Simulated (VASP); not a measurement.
# Mo (I4/mmm) in VASP: further runs

The runs below take Mo through single point, with r2SCAN.

Everything below comes from runs of VASP 6.6.1. Logs are shortened: lines on timing, memory, paths and dates and some standing lists are left out, and cuts for length are marked.

## 1. The cell of the first run

It takes space group I4/mmm (No. 139, tetragonal). The conventional cell has a = 3.150 Å, b = 3.150 Å, c = 3.182 Å, α = 90.00°, β = 90.00°, γ = 90.00°. Within 3.6 Å of Mo (site symmetry 4/mmm) lie 14 Mo at 2.74 to 3.18 Å.

## 2. Single point, r2SCAN (strain +0.0100 x Voigt [0, 1, 0, 0, 0, 0])

Contents of POSCAR:

```
Mo
1.0
   -1.5752131668      1.5909652985      1.5752131668
    1.5752131668     -1.5909652985      1.5752131668
    1.5752131668      1.5909652985     -1.5752131668
Mo
1
Direct
    0.0000000000      0.0000000000      0.0000000000
```

Contents of INCAR.step1:

```
SYSTEM = Mo
  PREC = Accurate
  ENCUT = 520
  ISMEAR = 0
  SIGMA = 0.15
  LREAL = .FALSE.
  LASPH = .TRUE.
  NELM = 60
  NBANDS = 13
  GGA = PE
  ALGO = Normal
  EDIFF = 1E-4
  LWAVE = .TRUE.
  LCHARG = .FALSE.
```

Contents of INCAR.step2:

```
SYSTEM = Mo
  PREC = Accurate
  ENCUT = 520
  EDIFF = 1E-7
  ISMEAR = 0
  SIGMA = 0.15
  LREAL = .FALSE.
  LASPH = .TRUE.
  NELM = 60
  ALGO = Normal
  ISIF = 2
  LWAVE = .FALSE.
  LCHARG = .FALSE.
  METAGGA = R2SCAN
  LMIXTAU = .TRUE.
  NBANDS = 13
  ISTART = 1
```

Contents of KPOINTS:

```
Automatic mesh
0
G
  26 26 26
  0 0 0
```

Potentials or basis: VASP PAW PBE potentials, release 64 (Mo_sv).

On the command line:

```bash
> cat potpaw_PBE.64/Mo_sv/POTCAR > POTCAR
> cp INCAR.step1 INCAR
> mpirun -np 1 vasp_std > vasp.out
> cp INCAR.step2 INCAR
> mpirun -np 1 vasp_std > vasp.out
```

OUTCAR:

```text
SYSTEM = Mo
   PREC = Accurate
   ENCUT = 520
   EDIFF = 1E-7
   ISMEAR = 0
   LREAL = .FALSE.
   LASPH = .TRUE.
   NELM = 60
   ISIF = 2
   METAGGA = R2SCAN
   ISTART = 1

 ion  position               nearest neighbor table
   1  0.000  0.000  0.000-

  LATTYP: Found a body centered tetragonal cell.
 ALAT       =     3.1504263336
 C/A-ratio  =     1.0100000000

  Lattice vectors:

 A1 = (  -1.5752131668,  -1.5909652985,   1.5752131668)
 A2 = (   1.5752131668,  -1.5909652985,  -1.5752131668)
 A3 = (   1.5752131668,   1.5909652985,   1.5752131668)

Analysis of symmetry for initial positions (statically):
=====================================================================
 Subroutine PRICEL returns:
 Original cell was already a primitive cell.

 Routine SETGRP: Setting up the symmetry group for a
 body centered tetragonal supercell.

 Subroutine GETGRP returns: Found 16 space group operations
 (whereof 16 operations were pure point group operations)
 out of a pool of 16 trial point group operations.

The static configuration has the point symmetry D_4h.

Analysis of symmetry for dynamics (positions and initial velocities):
=====================================================================
 Subroutine PRICEL returns:
 Original cell was already a primitive cell.

 Routine SETGRP: Setting up the symmetry group for a
 body centered tetragonal supercell.

 Subroutine GETGRP returns: Found 16 space group operations
 (whereof 16 operations were pure point group operations)
 out of a pool of 16 trial point group operations.

The dynamic configuration has the point symmetry D_4h.

 Subroutine INISYM returns: Found 16 space group operations
 (whereof 16 operations are pure point group operations),
 and found     1 'primitive' translations

----------------------------------------------------------------------------------------

                                     Primitive cell

  volume of cell :      15.7906

  direct lattice vectors                    reciprocal lattice vectors
    -1.575213167  1.590965299  1.575213167     0.000000000  0.314274611  0.317417357
     1.575213167 -1.590965299  1.575213167     0.317417357  0.000000000  0.317417357
     1.575213167  1.590965299 -1.575213167     0.317417357  0.314274611  0.000000000

  length of vectors
     2.737473949  2.737473949  2.737473949     0.446679202  0.448895931  0.446679202

  position of ions in fractional coordinates (direct lattice)
     0.000000000  0.000000000  0.000000000

  ion indices of the primitive-cell ions
   primitive index   ion index
                 1           1

----------------------------------------------------------------------------------------

 KPOINTS: Automatic mesh

Automatic generation of k-mesh.
 Grid dimensions read from file:
 generate k-points for:   26   26   26

 Generating k-lattice:

  Cartesian coordinates                     Fractional coordinates (reciprocal lattice)
     0.000000000  0.012087485  0.012208360     0.038461538 -0.000000000  0.000000000
     0.012208360  0.000000000  0.012208360     0.000000000  0.038461538  0.000000000
     0.012208360  0.012087485  0.000000000     0.000000000 -0.000000000  0.038461538

  Length of vectors
     0.017179969  0.017265228  0.017179969

  Shift w.r.t. Gamma in fractional coordinates (k-lattice)
     0.000000000  0.000000000  0.000000000

 Subroutine IBZKPT returns following result:
 ===========================================

 Found   1330 irreducible k-points:

 Following reciprocal coordinates:
            Coordinates               Weight
  0.000000  0.000000  0.000000      1.000000
  0.038462 -0.000000  0.000000      8.000000
  0.076923 -0.000000  0.000000      8.000000
  0.115385  0.000000  0.000000      8.000000
  0.153846  0.000000  0.000000      8.000000
  0.192308  0.000000 -0.000000      8.000000
[... 16 lines left out ...]
  0.307692  0.038462  0.000000     16.000000
  0.346154  0.038462 -0.000000     16.000000
 [... further k-points ...]
   k-points           NKPTS =   1330   k-points in BZ     NKDIM =   1330   number of bands    NBANDS=     13
   number of dos      NEDOS =    301   number of ions     NIONS =      1
   total plane-waves  NPLWV =   8000
   dimension x,y,z NGX =    20 NGY =   20 NGZ =   20
   dimension x,y,z NGXF=    40 NGYF=   40 NGZF=   40
   ions per type =               1
   NGX,Y,Z   is equivalent  to a cutoff of  12.15, 12.15, 12.15 a.u.
   NGXF,Y,Z  is equivalent  to a cutoff of  24.29, 24.29, 24.29 a.u.
 SYSTEM =  Mo
   PREC   = accura    normal or accurate (medium, high low for compatibility)
   ISTART =      1    job   : 0-new  1-cont  2-samecut
   ICHARG =      0    charge: 1-file 2-atom 10-const
   ISPIN  =      1    spin polarized calculation?
   LNONCOLLINEAR =      F non collinear calculations
   LSORBIT =      F    spin-orbit coupling
   LASPH  =      T    aspherical Exc in radial PAW
   ENCUT  =  520.0 eV  38.22 Ry    6.18 a.u.   5.09  5.09  5.09*2*pi/ulx,y,z
   NELM   =     60;   NELMIN=  2; NELMDL=  0     # of ELM steps
   EDIFF  = 0.1E-06   stopping-criterion for ELM
   LREAL  =      F    real-space projection
   EDIFFG = 0.1E-05   stopping-criterion for IOM
   NSW    =      0    number of steps for IOM
   IBRION =     -1    ionic relax: 0-MD 1-quasi-New 2-CG
   NFREE  =      0    steps in history (QN), initial steepest desc. (CG)
   ISIF   =      2    stress and relaxation
   ISYM   =      2    0-nonsym 1-usesym 2-fastsym
   POTIM  = 0.5000    time-step for ionic-motion
   TEBEG  =    0.0;   TEEND  =   0.0 temperature during run
   PSTRESS=    0.0 pullay stress
   NELECT =      14.0000    total number of electrons
   NUPDOWN=      -1.0000    fix difference up-down
   EMIN   =  10.00;   EMAX   =-10.00  energy-range for DOS
   EFERMI =   0.00;   METHOD = LEGACY
   ISMEAR =     0;   SIGMA  =   0.15  broadening in eV -4-tet -1-fermi 0-gaus
   EFERMI_NEDOS =   21; number of points for ismear=-14 and -15
   IALGO  =     38    algorithm
   IMIX   =      4    mixing-type and parameters
     AMIX     =   0.40;   BMIX     =  1.00
     AMIX_MAG =   1.60;   BMIX_MAG =  1.00
  volume/ion in A,a.u.               =      15.79       106.56
  Fermi-wavevector in a.u.,A,eV,Ry     =   1.572719  2.972007 33.653251  2.473444
  Thomas-Fermi vector in A             =   2.674111
   LORBIT       =      0    0 simple, 1 ext, 2 COOP (PROOUT), +10 PAW based schemes
   METAGGA = R2SCAN    functional components
   LHFCALC =     F    Hartree Fock is set to
   AEXX    =    0.0000 exact exchange contribution
   IVDW    =     0    specifies the selected vdW correction
   LEPSILON=     F    determine dielectric tensor
   LRPA    =     F    only Hartree local field effects (RPA)
 non-spin polarized calculation
 Gauss-broadening in eV      SIGMA  =   0.15
  energy-cutoff  :      520.00
  volume of cell :       15.79
 maximum number of plane-waves:       442
   NGX = 11   NGY = 11   NGZ = 11

 number of electron      14.0000004 magnetization

 Free energy of the ion-electron system (eV)
  ---------------------------------------------------
  ext. energy  EPLUGINS =         0.00000000
  ---------------------------------------------------
  free energy    TOTEN  =       -26.08110436 eV

  energy without entropy =      -26.07577467  energy(sigma->0) =      -26.07843952

 E-fermi :  12.3847     XC(G=0): -14.5726

 val. band max:       12.3834390426   @ k =  -0.0769   0.1923   0.0769
 cond. band min:      12.3921745839   @ k =  -0.1154   0.2308   0.1154
 fundamental gap:      0.0087355413
 Fermi energy:        12.3846879328

 k-point     1 :       0.0000    0.0000    0.0000
  band No.  band energies     occupation
      1     -50.8366      2.00000
      2     -23.3344      2.00000
      3     -23.3316      2.00000
      4     -23.3316      2.00000
      5       4.7565      2.00000
      6      10.9434      2.00000
      7      10.9434      2.00000
      8      11.0635      2.00000
      9      14.2050      0.00000
     10      14.3586      0.00000
     11      27.7320      0.00000
     12      27.9368      0.00000
     13      27.9369      0.00000

 k-point     2 :       0.0385   -0.0000    0.0000
  band No.  band energies     occupation
      1     -50.8326      2.00000
      2     -23.3559      2.00000
      3     -23.3385      2.00000
      4     -23.3330      2.00000
      5       4.8250      2.00000
      6      10.9377      2.00000
      7      10.9379      2.00000
      8      11.0937      2.00000
      9      14.1567      0.00000
     10      14.3458      0.00000
     11      27.8204      0.00000
     12      28.0353      0.00000
     13      28.0514      0.00000

 k-point     3 :       0.0769   -0.0000    0.0000
  band No.  band energies     occupation
      1     -50.8209      2.00000
      2     -23.4225      2.00000
      3     -23.3588      2.00000
      4     -23.3334      2.00000
      5       5.0262      2.00000
      6      10.8450      2.00000
      7      10.9168      2.00000
      8      11.2630      2.00000
      9      14.0123      0.00000
     10      14.3321      0.00000
     11      28.0043      0.00000
     12      28.3626      0.00000
     13      28.3901      0.00000
[... 305 lines left out ...]
 k-point    23 :       0.3077    0.0385    0.0000
  band No.  band energies     occupation
      1     -50.6306      2.00000
      2     -24.4222      2.00000
      3     -23.6736      2.00000
      4     -23.3482      2.00000
      5       7.1834      2.00000
      6       9.3811      2.00000
      7      11.3812      2.00000
      8      13.8582      0.00000
      9      14.6883      0.00000
     10      15.0642      0.00000
     11      26.6325      0.00000
     12      27.4214      0.00000
     13      34.0771      0.00000

 k-point    24 :       0.3462    0.0385   -0.0000
  band No.  band energies     occupation
      1     -50.6026      2.00000
      2     -24.5589      2.00000
      3     -23.7193      2.00000
      4     -23.3491      2.00000
      5       7.1353      2.00000
      6       9.2001      2.00000
      7      11.9980      1.99973
      8      14.0270      0.00000
      9      14.7916      0.00000
     10      15.8143      0.00000
     11      26.0250      0.00000
     12      26.4512      0.00000
     13      32.9292      0.00000

 [... further k-points ...]

------------------------ aborting loop because EDIFF is reached ----------------------------------------

  FORCE on cell =-STRESS in cart. coord.  units (eV):
  Direction    XX          YY          ZZ          XY          YZ          ZX
  --------------------------------------------------------------------------------------
  -------------------------------------------------------------------------------------
  Total       -0.0361776     -0.3645516     -0.0361776      0.0000000      0.0000000      0.0000000
  in kB       -3.6707185    -36.9888036     -3.6707185      0.0000000      0.0000000      0.0000000
  external PRESSURE =     -14.7767468 kB  Pullay stress =       0.0000000 kB

 VOLUME and BASIS-vectors are now :
 -----------------------------------------------------------------------------
  energy-cutoff  :      520.00
  volume of cell :       15.79
      direct lattice vectors                 reciprocal lattice vectors
    -1.575213167  1.590965299  1.575213167     0.000000000  0.314274611  0.317417357
     1.575213167 -1.590965299  1.575213167     0.317417357  0.000000000  0.317417357
     1.575213167  1.590965299 -1.575213167     0.317417357  0.314274611  0.000000000

 POSITION                                       TOTAL-FORCE (eV/Angst)
 -----------------------------------------------------------------------------------
      0.00000      0.00000      0.00000         0.000000      0.000000     -0.000000
 -----------------------------------------------------------------------------------
    total drift:                                0.000000     -0.000000      0.000000

  FREE ENERGIE OF THE ION-ELECTRON SYSTEM (eV)
  ---------------------------------------------------
  free  energy   TOTEN  =       -26.0811043640 eV

  energy  without entropy=      -26.0757746707  energy(sigma->0) =      -26.07843952
```

It took 9.2 min on 1 thread of Intel Xeon Platinum 8488C (Sapphire Rapids), shared host; peak memory 0.35 GiB.

Results:

| Quantity | Value |
| --- | --- |
| Free energy | -26.0811 eV |
| Pressure | -1.5 GPa |
| Band gap on the k mesh | zero (bands 7 and 8 overlap by 5.40 eV) |

Stress tensor (GPa, compression positive):
```
-0.37  0.00  0.00
 0.00 -3.70  0.00
 0.00  0.00 -0.37
```

Levels at points of the mesh, in eV from the Fermi level:
```
           k point  band 3  band 4  band 5  band 6  band 7  band 8  band 9  band 10  band 11  band 12
(0.00, 0.00, 0.00)  -35.72  -35.72   -7.63   -1.44   -1.44   -1.32    1.82     1.97    15.35    15.55
(0.50, 0.00, 0.00)  -36.17  -35.73   -5.53   -3.49    1.51    1.81    2.55     4.85    12.05    12.51
(0.00, 0.50, 0.00)  -36.19  -35.74   -5.54   -3.62    1.60    1.97    2.61     4.87    12.15    12.47
(0.50, 0.50, 0.50)  -36.71  -36.71   -5.58   -5.55    4.06    4.10    4.10     9.21     9.49     9.49
```

Caveat: the cell differs from its parent crystal (strain +0.0100 x Voigt [0, 1, 0, 0, 0, 0]); the PAW data sets were made with another functional, which shifts forces and pressure a little.

## 3. Single point, r2SCAN (strain +0.0300 x Voigt [0, 1, 0, 0, 0, 0])

Contents of POSCAR:

```
Mo
1.0
   -1.5752131668      1.6224695618      1.5752131668
    1.5752131668     -1.6224695618      1.5752131668
    1.5752131668      1.6224695618     -1.5752131668
Mo
1
Direct
    0.0000000000      0.0000000000      0.0000000000
```

Contents of INCAR.step1:

```
SYSTEM = Mo
ALGO = Normal
EDIFF = 1E-4
ENCUT = 520
GGA = PE
ISMEAR = 0
LASPH = .True.
LCHARG = .False.
LREAL = .False.
LWAVE = .True.
NBANDS = 13
NELM = 60
PREC = Accurate
SIGMA = 0.15
```

Contents of INCAR.step2:

```
SYSTEM = Mo
ALGO = Normal
EDIFF = 1E-6
ENCUT = 520
ISIF = 2
ISMEAR = 0
ISTART = 1
LASPH = .True.
LCHARG = .False.
LMIXTAU = .True.
LREAL = .False.
LWAVE = .False.
METAGGA = R2SCAN
NBANDS = 13
NELM = 60
PREC = Accurate
SIGMA = 0.15
```

Contents of KPOINTS:

```
k-points
0
Gamma
  26 26 26
  0 0 0
```

Potentials or basis: VASP PAW PBE potentials, release 64 (Mo_sv).

On the command line:

```bash
> cat potpaw_PBE.64/Mo_sv/POTCAR > POTCAR
> cp INCAR.step1 INCAR
> mpirun -np 1 vasp_std > vasp.out
> cp INCAR.step2 INCAR
> mpirun -np 1 vasp_std > vasp.out
```

Wall time 9 min (1 thread of Intel Xeon Platinum 8488C (Sapphire Rapids), shared host); peak memory 0.35 GiB.

Results (log left out):

```yaml
Free_energy: -26.0652 eV
Pressure: -6.4 GPa
Band_gap_on_the_k_mesh: zero (bands 7 and 8 overlap by 5.10 eV)
```

Stress tensor (GPa, compression positive):
```
 -3.33   0.00   0.00
  0.00 -12.50   0.00
  0.00   0.00  -3.33
```

Levels at points of the mesh, in eV from the Fermi level:
```
           k point  band 3  band 4  band 5  band 6  band 7  band 8  band 9  band 10  band 11  band 12
(0.00, 0.00, 0.00)  -35.76  -35.76   -7.56   -1.47   -1.47   -1.13    1.64     2.07    15.07    15.66
(0.50, 0.00, 0.00)  -36.18  -35.77   -5.40   -3.31    1.39    1.62    2.49     4.69    11.68    12.50
(0.00, 0.50, 0.00)  -36.22  -35.79   -5.44   -3.68    1.63    2.11    2.64     4.76    11.98    12.39
(0.50, 0.50, 0.50)  -36.68  -36.68   -5.44   -5.37    3.91    4.00    4.00     8.70     9.51     9.51
```

Caveat: the cell differs from its parent crystal (strain +0.0300 x Voigt [0, 1, 0, 0, 0, 0]); the stress differs along the axes, from -13 to -3 GPa; the PAW data sets were made with another functional, which shifts forces and pressure a little.
